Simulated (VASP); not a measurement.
Crystal: Be.

```xyz
1
Lattice="-1.4062 1.4062 1.4062 1.4062 -1.4062 1.4062 1.4062 1.4062 -1.4062" Properties=species:S:1:pos:R:3 pbc="T T T"
Be    0.0000    0.0000    0.0000
```

```yaml
Program: VASP 6.6.1
Task: relaxation of cell and atoms
Functional: PBE
Potentials_or_basis: VASP PAW PBE potentials, release 64 (Be)
Cutoff: 600 eV
k_mesh: 20 × 20 × 20
Occupations: fermi-dirac, width 0.05 eV
Spin: no spin polarisation
```

At the start: pressure -23.3 GPa; volume 11.12 Å³/atom.

**Question.** Where does the relaxation end?

**Answer.** Over 18 steps the energy falls by 313.2 meV/atom and the volume is 7.82 Å³/atom (-29.7 %); space group Im-3m (No. 229, to 0.05 Å).

The path:
```csv
step,energy change (eV),largest force (eV/Å),pressure (GPa),volume (Å³)
1,0.0000,0.0000,-23.28,11.12
2,-0.2792,0.0000,-11.19,8.72
3,-0.3125,0.0000,-1.77,7.94
4,-0.3132,0.0000,0.18,7.81
5,-0.3131,0.0000,-0.74,7.87
6,-0.3131,0.0000,-0.72,7.87
7,-0.3131,0.0000,-0.68,7.87
8,-0.3131,0.0000,-0.68,7.87
9,-0.3131,0.0000,-0.68,7.87
10,-0.3131,0.0000,-0.67,7.87
11,-0.3131,0.0000,-0.66,7.87
12,-0.3131,0.0000,-0.65,7.87
13,-0.3131,0.0000,-0.62,7.86
14,-0.3131,0.0000,-0.56,7.86
15,-0.3131,0.0000,-0.44,7.85
16,-0.3132,0.0000,-0.20,7.84
17,-0.3132,0.0000,0.28,7.81
18,-0.3132,0.0000,-0.01,7.82
```

Final structure:
```xyz
1
Lattice="-1.2506 1.2506 1.2506 1.2506 -1.2506 1.2506 1.2506 1.2506 -1.2506" Properties=species:S:1:pos:R:3 pbc="T T T"
Be    0.0000    0.0000    0.0000
```

Caveat: the volume moved by over 15 % at a fixed basis, so the end points are rough.
